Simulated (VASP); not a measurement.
A run of VASP 6.6.1 is set up as follows.

POSCAR

```
Bi
1.0
    3.3018899442      0.0000000000      0.0000000000
    0.0000000000      3.2848288383      0.0000000000
   -0.0820328266      0.0000000000      6.5702716347
Bi
2
Direct
    0.5442472500      0.0000000000      0.7495778900
    0.4557527500      0.0000000000      0.2504221100
```

File INCAR.step1:

```
ALGO     = Normal         # electronic algorithm
EDIFF    = 1E-4           # SCF threshold, eV
ENCUT    = 520            # plane-wave cutoff, eV
GGA      = PE             # functional
ISMEAR   = -1             # smearing method
LASPH    = T              # aspherical terms in the spheres
LCHARG   = F              # write CHGCAR
LREAL    = F              # projectors in reciprocal space
LWAVE    = T              # write WAVECAR
NBANDS   = 22             # bands
NELM     = 80             # most SCF steps
PREC     = Accurate       # precision mode
SIGMA    = 0.05           # smearing width, eV
```

The input INCAR.step2:

```
ALGO     = Normal         # electronic algorithm
EDIFF    = 1E-7           # SCF threshold, eV
ENCUT    = 520            # plane-wave cutoff, eV
ISIF     = 2              # what is computed and relaxed
ISMEAR   = -1             # smearing method
ISTART   = 1            
LASPH    = T              # aspherical terms in the spheres
LCHARG   = F              # write CHGCAR
LMIXTAU  = T            
LREAL    = F              # projectors in reciprocal space
LWAVE    = F              # write WAVECAR
METAGGA  = R2SCAN         # meta-GGA
NBANDS   = 22             # bands
NELM     = 80             # most SCF steps
PREC     = Accurate       # precision mode
SIGMA    = 0.05           # smearing width, eV
```

The input KPOINTS:

```
k-points
0
Gamma
  8 8 4
```

Potentials or basis: VASP PAW PBE potentials, release 64 (Bi_d).

Run with:

```sh
$ cat potpaw_PBE.64/Bi_d/POTCAR > POTCAR
$ cp INCAR.step1 INCAR
$ mpirun -np 1 vasp_std > vasp.out
$ cp INCAR.step2 INCAR
$ mpirun -np 1 vasp_std > vasp.out
```

(1) What does it give for the pressure?

(2) Predict the band gap on the k mesh.

Results:

(1) -1.8 GPa.

(2) zero (bands 15 and 16 overlap by 6.30 eV).

Caveat: the PAW data sets were made with another functional, which shifts forces and pressure a little; spin-orbit coupling is left out, which moves the levels of the heavy elements.
